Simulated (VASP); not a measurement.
A run of VASP 6.6.1:

File INCAR:

```
ALGO = Normal
EDIFF = 1E-6
ENCUT = 520
GGA = PS
ISIF = 2
ISMEAR = 0
LASPH = True
LCHARG = False
LREAL = False
LWAVE = False
NBANDS = 20
NELM = 80
PREC = Accurate
SIGMA = 0.15
```

File KPOINTS:

```
k-points
0
Gamma
  12 12 8
```

The input POSCAR:

```
Ta2N
1.0
    2.6862403415      0.0051797771      0.0213482906
   -1.3386343522      2.8918381219     -0.0394833594
    0.0334463008     -0.0521177627      4.7582358719
Ta N
2 1
Direct
    0.6774145943      0.2104656749      0.6857058420
    0.3110362283      0.8167030472      0.2768180337
    0.0115491773     -0.0271687221      0.0374761244
```

Potentials or basis: VASP PAW PBE potentials, release 64 (Ta_pv, N).

Launch:

```sh
$ cat potpaw_PBE.64/Ta_pv/POTCAR potpaw_PBE.64/N/POTCAR > POTCAR
$ mpirun -np 1 vasp_std > vasp.out
```

Hardware: 1 thread of Intel(R) Xeon(R) 6975P-C (Granite Rapids) (shared host).

How long does it take, and how much memory?

Run time: 2.6 min on 1 thread of Intel(R) Xeon(R) 6975P-C (Granite Rapids), with other jobs on the host, peak memory 0.46 GiB. Counts: scf iterations 13, k points 580.
